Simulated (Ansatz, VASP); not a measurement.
Two plane-wave programs on CdS

```xyz
4
Lattice="4.3415 0.0000 0.0000 -2.1708 3.7599 0.0000 0.0000 0.0000 6.7490" Properties=species:S:1:pos:R:3 pbc="T T T"
Cd    0.0000    2.5066    0.0000
Cd    2.1708    1.2533    3.3745
S     0.0000    2.5066    2.5984
S     2.1708    1.2533    5.9729
```

Change from the starting cell: strain +0.050 along x and y, +0.000 along z, atoms carried along.

Alike in both runs: task single point; functional r2SCAN; k mesh 12 × 12 × 4; occupations gaussian, width 0.05 eV; no spin polarisation.

|  | VASP | Ansatz |
| --- | --- | --- |
| version | VASP 6.6.1 | Ansatz 0.2.0 |
| potentials or method | VASP PAW PBE potentials, release 64 (Cd, S), cutoff 520 eV | scalar-relativistic, plane waves, PAW |
| valence electrons in the cell | 36 | 52 |

```tsv
	VASP	Ansatz	Ansatz less VASP
gap on the k mesh at the Fermi level (eV)	1.39	1.40	+0.010
least direct gap on the mesh (eV)	1.39	1.40	+0.010
pressure (GPa)	-3.9	-4.1	-0.22
traceless stress, the component that is largest in VASP (GPa)	1.47	1.45	-0.021
rms of the force components (eV/Å)	0.011	0.009	-0.0020
```

VASP's potentials were made for PBE, not for r2SCAN. Atom by atom the forces differ by 0.002 eV/Å (rms over components). The functional is the same, so the differences come from potentials, cutoffs and numerics. VASP's potentials hold 36 valence electrons a cell and Ansatz's 52, so a difference there can come from the potentials and not from the codes.
